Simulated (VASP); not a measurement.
# NiO (Fm-3m) in VASP: settings compared

Aim: see how the results for NiO move with the level of theory and the settings. Levels: LDA, PBE, r2SCAN0. Tasks: single point.

All numbers are computed with VASP 6.6.1; they aren't measurements. Logs are shortened: lines on timing, memory, paths and dates and some standing lists are left out, and cuts for length are marked.

## 1. The cell of the first run

Symmetry: Fm-3m, No. 225, cubic system. Conventional cell: a = 4.087 Å, b = 4.087 Å, c = 4.087 Å, α = 90.00°, β = 90.00°, γ = 90.00°. Within 2.7 Å of Ni (site symmetry m-3m) lie 6 O at 2.04 Å. Within 2.7 Å of O (site symmetry m-3m) lie 6 Ni at 2.04 Å.

## 2. Single point, LDA, collinear spin, ferromagnetic start

The input, INCAR:

```
SYSTEM = NiO
  PREC = Accurate
  ENCUT = 700
  EDIFF = 1E-6
  ISMEAR = -1
  SIGMA = 0.05
  LREAL = .FALSE.
  LASPH = .TRUE.
  NELM = 200
  ALGO = Normal
  ISIF = 2
  LWAVE = .FALSE.
  LCHARG = .FALSE.
  ISPIN = 2
  MAGMOM = 1 0
  LORBIT = 11
  LMAXMIX = 4
  GGA = CA
  NBANDS = 23
  GGA_COMPAT = .FALSE.
```

The input, KPOINTS:

```
regular mesh
0
G
  11 11 11
  0 0 0
```

The input, POSCAR:

```
NiO
1.0
    0.0000000000      2.0433202721      2.0433202721
    2.0433202721      0.0000000000      2.0433202721
    2.0433202721      2.0433202721      0.0000000000
Ni O
1 1
Direct
    0.0000000000      0.0000000000      0.0000000000
    0.5000000000      0.5000000000      0.5000000000
```

Potentials or basis: VASP PAW LDA potentials, release 64 (Ni_sv_GW, O).

Started as:

```console
$ cat potpaw_LDA.64/Ni_sv_GW/POTCAR potpaw_LDA.64/O/POTCAR > POTCAR
$ mpirun -np 1 vasp_std > vasp.out
```

OUTCAR:

```text
SYSTEM = NiO
   PREC = Accurate
   ENCUT = 700
   EDIFF = 1E-6
   ISMEAR = -1
   LREAL = .FALSE.
   LASPH = .TRUE.
   NELM = 200
   ISIF = 2
   ISPIN = 2
   LORBIT = 11
   GGA = CA

 ion  position               nearest neighbor table
   1  0.000  0.000  0.000-   2 2.04   2 2.04   2 2.04   2 2.04   2 2.04   2 2.04
   2  0.500  0.500  0.500-   1 2.04   1 2.04   1 2.04   1 2.04   1 2.04   1 2.04

  LATTYP: Found a face centered cubic cell.
 ALAT       =     4.0866405442

  Lattice vectors:

 A1 = (   0.0000000000,   2.0433202721,   2.0433202721)
 A2 = (   2.0433202721,   0.0000000000,   2.0433202721)
 A3 = (   2.0433202721,   2.0433202721,   0.0000000000)

Analysis of symmetry for initial positions (statically):
=====================================================================
 Subroutine PRICEL returns:
 Original cell was already a primitive cell.

 Routine SETGRP: Setting up the symmetry group for a
 face centered cubic supercell.

 Subroutine GETGRP returns: Found 48 space group operations
 (whereof 48 operations were pure point group operations)
 out of a pool of 48 trial point group operations.

The static configuration has the point symmetry O_h .

Analysis of symmetry for dynamics (positions and initial velocities):
=====================================================================
 Subroutine PRICEL returns:
 Original cell was already a primitive cell.

 Routine SETGRP: Setting up the symmetry group for a
 face centered cubic supercell.

 Subroutine GETGRP returns: Found 48 space group operations
 (whereof 48 operations were pure point group operations)
 out of a pool of 48 trial point group operations.

The dynamic configuration has the point symmetry O_h .

Analysis of structural, dynamic, and magnetic symmetry:
=====================================================================
 Subroutine PRICEL returns:
 Original cell was already a primitive cell.

 Routine SETGRP: Setting up the symmetry group for a
 face centered cubic supercell.

 Subroutine GETGRP returns: Found 48 space group operations
 (whereof 48 operations were pure point group operations)
 out of a pool of 48 trial point group operations.

The overall configuration has the point symmetry O_h .

 Subroutine INISYM returns: Found 48 space group operations
 (whereof 48 operations are pure point group operations),
 and found     1 'primitive' translations
[... 114 lines left out ...]
     AMIX     =   0.40;   BMIX     =  1.00
     AMIX_MAG =   1.60;   BMIX_MAG =  1.00
  volume/ion in A,a.u.               =       8.53        57.57
  Fermi-wavevector in a.u.,A,eV,Ry     =   1.834279  3.466285 45.777898  3.364581
  Thomas-Fermi vector in A             =   2.887930
   LORBIT       =     11    0 simple, 1 ext, 2 COOP (PROOUT), +10 PAW based schemes
   GGA     = CA    functional components
   LHFCALC =     F    Hartree Fock is set to
   AEXX    =    0.0000 exact exchange contribution
   IVDW    =     0    specifies the selected vdW correction
   LEPSILON=     F    determine dielectric tensor
   LRPA    =     F    only Hartree local field effects (RPA)
 spin polarized calculation
  energy-cutoff  :      700.00
  volume of cell :       17.06
 maximum number of plane-waves:       730
 NGX is ok and might be reduce to    28
   NGX = 13   NGY = 13   NGZ = 13

 number of electron      24.0000004 magnetization       0.2754663

 Free energy of the ion-electron system (eV)
  ---------------------------------------------------
  ext. energy  EPLUGINS =         0.00000000
  ---------------------------------------------------
  free energy    TOTEN  =       -14.24916872 eV

  energy without entropy =      -14.23584279  energy(sigma->0) =      -14.24250575

 E-fermi :   7.4947     XC(G=0): -14.0009

 val. band max:        7.4667734564   @ k =  -0.3636   0.1818   0.0000
 cond. band min:       7.5163317465   @ k =   0.2727   0.1818   0.0000
 fundamental gap:      0.0495582902
 Fermi energy:         7.4946705072

 spin component 1

 k-point     1 :       0.0000    0.0000    0.0000
  band No.  band energies     occupation
      1     -94.7096      1.00000
      2     -55.7133      1.00000
      3     -55.7133      1.00000
      4     -55.7133      1.00000
      5     -13.3640      1.00000
      6       4.0632      1.00000
[... 613 lines left out ...]
     22      39.3240      0.00000
     23      40.4596      0.00000

 [... further k-points ...]

 spin component 2

 k-point     1 :       0.0000    0.0000    0.0000
  band No.  band energies     occupation
      1     -94.4437      1.00000
      2     -55.4556      1.00000
      3     -55.4556      1.00000
      4     -55.4556      1.00000
      5     -13.3055      1.00000
      6       4.1314      1.00000
[... 613 lines left out ...]
     22      39.3820      0.00000
     23      40.8130      0.00000

 [... further k-points ...]

------------------------ aborting loop because EDIFF is reached ----------------------------------------

  FORCE on cell =-STRESS in cart. coord.  units (eV):
  Direction    XX          YY          ZZ          XY          YZ          ZX
  --------------------------------------------------------------------------------------
  -------------------------------------------------------------------------------------
  Total       -0.8740239     -0.8740239     -0.8740239      0.0000000      0.0000000      0.0000000
  in kB      -82.0719190    -82.0719190    -82.0719190      0.0000000      0.0000000      0.0000000
  external PRESSURE =     -82.0719190 kB  Pullay stress =       0.0000000 kB

 VOLUME and BASIS-vectors are now :
 -----------------------------------------------------------------------------
  energy-cutoff  :      700.00
  volume of cell :       17.06
      direct lattice vectors                 reciprocal lattice vectors
     0.000000000  2.043320272  2.043320272    -0.244699770  0.244699770  0.244699770
     2.043320272  0.000000000  2.043320272     0.244699770 -0.244699770  0.244699770
     2.043320272  2.043320272  0.000000000     0.244699770  0.244699770 -0.244699770

 POSITION                                       TOTAL-FORCE (eV/Angst)
 -----------------------------------------------------------------------------------
      0.00000      0.00000      0.00000        -0.000000     -0.000000     -0.000000
      2.04332      2.04332      2.04332         0.000000      0.000000      0.000000
 -----------------------------------------------------------------------------------
    total drift:                               -0.000000      0.000000      0.000000

  FREE ENERGIE OF THE ION-ELECTRON SYSTEM (eV)
  ---------------------------------------------------
  free  energy   TOTEN  =       -14.2491687154 eV

  energy  without entropy=      -14.2358427878  energy(sigma->0) =      -14.24250575

 total charge

# of ion       s       p       d       f       tot
--------------------------------------------------
    1        2.157   6.234   7.880   0.012  16.282
    2        1.557   3.377   0.000   0.000   4.934
--------------------------------------------------
tot          3.715   9.611   7.880   0.012  21.217

 magnetization (x)

# of ion       s       p       d       f       tot
--------------------------------------------------
    1        0.002   0.003   0.228   0.000   0.233
    2        0.006   0.029   0.000   0.000   0.036
--------------------------------------------------
tot          0.008   0.032   0.228   0.000   0.269
```

OSZICAR:

```text
N       E                     dE             d eps       ncg     rms          rms(c)
DAV:   1     0.258321161715E+03    0.25832E+03   -0.14732E+04  7745   0.415E+03
DAV:   2    -0.670262359078E+01   -0.26502E+03   -0.25285E+03  8246   0.931E+02
DAV:   3    -0.192434993200E+02   -0.12541E+02   -0.12478E+02  8005   0.216E+02
DAV:   4    -0.194310951659E+02   -0.18760E+00   -0.18758E+00  7165   0.138E+01
DAV:   5    -0.194354174682E+02   -0.43223E-02   -0.43222E-02  6720   0.200E+00    0.174E+01
DAV:   6    -0.189302639265E+02    0.50515E+00   -0.51485E+01  8587   0.369E+02    0.227E+01
DAV:   7    -0.144049718243E+02    0.45253E+01   -0.22370E+01  7041   0.332E+02    0.378E+00
DAV:   8    -0.142631235078E+02    0.14185E+00   -0.80104E-01  8886   0.220E+01    0.153E+00
DAV:   9    -0.142470324055E+02    0.16091E-01   -0.45254E-02  8862   0.741E+00    0.630E-01
DAV:  10    -0.142491244167E+02   -0.20920E-02   -0.35491E-03  8691   0.252E+00    0.186E-01
DAV:  11    -0.142491569249E+02   -0.32508E-04   -0.34697E-04  9015   0.949E-01    0.921E-02
DAV:  12    -0.142491522546E+02    0.46704E-05   -0.45773E-05  8430   0.285E-01    0.290E-02
DAV:  13    -0.142491677262E+02   -0.15472E-04   -0.15102E-05  7647   0.204E-01    0.117E-02
DAV:  14    -0.142491687154E+02   -0.98920E-06   -0.10976E-06  3821   0.359E-02
   1 F= -.14249169E+02 E0= -.14242506E+02  d E =-.133259E-01  mag=     0.2771
```

stdout:

```text
POSCAR found type information on POSCAR NiO
 POSCAR found :  2 types and       2 ions
 scaLAPACK will be used
 LDA part: xc-table for (Slater(with rela. corr.)+CA(PZ))
 , standard interpolation
 POSCAR, INCAR and KPOINTS ok, starting setup
 FFT: planning ... GRIDC
 FFT: planning ... GRID_SOFT
 FFT: planning ... GRID
 WAVECAR not read
 entering main loop
```

It took 97 s on 1 thread of Intel Xeon Platinum 8259CL at 2.50GHz (Skylake/Cascade Lake), shared host; peak memory 0.2 GiB.

What came out:

```
Free energy                                           : -14.2492 eV
Pressure                                              : -8.2 GPa
Net moment                                            : 0.28 μB per cell
Site moments                                          : Ni +0.23; O +0.04 μB
Valence electrons inside the program's atomic spheres : Ni 16.28; O 4.93
```

Caveat: the cell stands under tension; semilocal functionals often make such compounds metallic where correlation or magnetic order opens a gap, which also shifts bond lengths.

## 3. Single point, LDA, collinear spin, ferromagnetic start

This run uses another cell than the first one, of 8.71 Å³/atom.

The input, INCAR:

```
SYSTEM = NiO
ALGO = Normal
EDIFF = 1E-6
ENCUT = 700
GGA_COMPAT = .False.
ISIF = 2
ISMEAR = -1
ISPIN = 2
LASPH = .True.
LCHARG = .True.
LELF = .True.
LMAXMIX = 4
LORBIT = 11
LREAL = .False.
LVHAR = .True.
LWAVE = .False.
MAGMOM = 1 0
NBANDS = 23
NELM = 200
PREC = Accurate
SIGMA = 0.05
```

The input, KPOINTS:

```
k-points
0
Gamma
  11 11 11
  0 0 0
```

The input, POSCAR:

```
NiO
1.0
    0.0000000000      2.0577103256      2.0577103256
    2.0577103256      0.0000000000      2.0577103256
    2.0577103256      2.0577103256      0.0000000000
Ni O
1 1
Direct
    0.0000000000      0.0000000000      0.0000000000
    0.5000000000      0.5000000000      0.5000000000
```

Potentials or basis: VASP PAW LDA potentials, release 64 (Ni_sv_GW, O).

Started as:

```console
$ cat potpaw_LDA.64/Ni_sv_GW/POTCAR potpaw_LDA.64/O/POTCAR > POTCAR
$ mpirun -np 1 vasp_std > vasp.out
```

It took 90 s on 1 thread of Intel Xeon Platinum 8259CL at 2.50GHz (Skylake/Cascade Lake), shared host; peak memory 0.2 GiB.

The run converged. Its results:

```yaml
Free_energy: -14.2289 eV
Pressure: -12.8 GPa
Net_moment: 0.27 μB per cell
Site_moments: Ni +0.23; O +0.04 μB
Valence_electrons_inside_the_program's_atomic_spheres: Ni 16.26; O 4.92
```

Levels at points of the mesh, in eV from the Fermi level:
Spin up:
```csv
k point,band 8,band 9,band 10,band 11,band 12,band 13,band 14,band 15,band 16,band 17
"(0.00, 0.00, 0.00)",-3.33,-2.04,-2.04,-2.04,-1.88,-1.88,1.87,17.78,19.23,19.23
```
Spin down:
```
           k point  band 10  band 11  band 12  band 13  band 14  band 15
(0.00, 0.00, 0.00)    -1.89    -1.89    -1.59    -1.59     1.92    17.79
```

Caveat: the cell stands under tension; semilocal functionals often make such compounds metallic where correlation or magnetic order opens a gap, which also shifts bond lengths. With open d or f shells a metallic result of LDA can be an artefact of self-interaction; +U or a hybrid may open a gap.

(Part 1 of 2 ends here.)
